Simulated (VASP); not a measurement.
Input of a VASP 6.6.1 run:

The input INCAR:

```
ALGO     = Normal         # electronic algorithm
EDIFF    = 1E-6           # SCF threshold, eV
ENCUT    = 520            # plane-wave cutoff, eV
GGA      = PE             # functional
ISIF     = 2              # what is computed and relaxed
ISMEAR   = 0              # smearing method
LASPH    = T              # aspherical terms in the spheres
LCHARG   = T              # write CHGCAR
LELF     = T              # ELF
LREAL    = F              # projectors in reciprocal space
LVHAR    = T            
LWAVE    = F              # write WAVECAR
NBANDS   = 24             # bands
NELM     = 60             # most SCF steps
PREC     = Accurate       # precision mode
SIGMA    = 0.1            # smearing width, eV
```

The input KPOINTS:

```
k-points
0
Gamma
  8 8 12
```

File POSCAR:

```
SrO
1.0
    3.7978766231     -4.4644211396      0.0000000000
    3.7978766231      4.4644211396      0.0000000000
    0.0000000000      0.0000000000      3.7761417953
Sr O
2 2
Direct
    0.0000000000      0.0000000000      0.0000000000
    0.5000000000      0.5000000000      0.5000000000
    0.7050964443      0.7050964443      0.0000000000
    0.2949035557      0.2949035557      0.0000000000
```

Potentials or basis: VASP PAW PBE potentials, release 64 (Sr_sv, O).

Run with:

```bash
$ cat potpaw_PBE.64/Sr_sv/POTCAR potpaw_PBE.64/O/POTCAR > POTCAR
$ mpirun -np 1 vasp_std > vasp.out
```

(1) Estimate the band gap on the k mesh.

(2) Estimate the pressure.

Answers

(1) zero (bands 16 and 17 overlap by 0.19 eV).

(2) 0.4 GPa.

Caveat: the cell differs from its parent crystal (atoms taken out); semilocal functionals underestimate gaps, so a narrow gap can read as zero.
